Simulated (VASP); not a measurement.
Here is a VASP 6.6.1 calculation.

The input INCAR:

```
PREC = Accurate
ENCUT = 600
EDIFF = 1E-6
ISMEAR = -1
SIGMA = 0.02
LREAL = F
LASPH = T
NELM = 120
ALGO = Normal
ISIF = 2
LWAVE = F
LCHARG = F
GGA = PE
NBANDS = 21
GGA_COMPAT = F
```

File KPOINTS:

```
Automatic mesh
0
Gamma
  8 8 8
```

Contents of POSCAR:

```
GaAs
1.0
    0.0000000000      2.8330850955      2.7197616916
    2.8330850955      0.0000000000      2.7197616916
    2.8330850955      2.8330850955      0.0000000000
Ga As
1 1
Direct
    0.0000000000      0.0000000000      0.0000000000
    0.2500000000      0.2500000000      0.2500000000
```

Potentials or basis: VASP PAW PBE potentials, release 64 (Ga_d, As_d).

The run is started by

```bash
$ cat potpaw_PBE.64/Ga_d/POTCAR potpaw_PBE.64/As_d/POTCAR > POTCAR
$ mpirun -np 1 vasp_std > vasp.out
```

Problem. Estimate the band gap on the k mesh.

Solution. 0.62 eV, direct.

Problem. Estimate the pressure.

Solution. 6.0 GPa.

Stress tensor (GPa, compression positive):
```
5.22 0.00 0.00
0.00 5.22 0.00
0.00 0.00 7.43
```

Caveat: the cell differs from its parent crystal (uniaxial z strain -4.0%). A k mesh can miss the band edges.
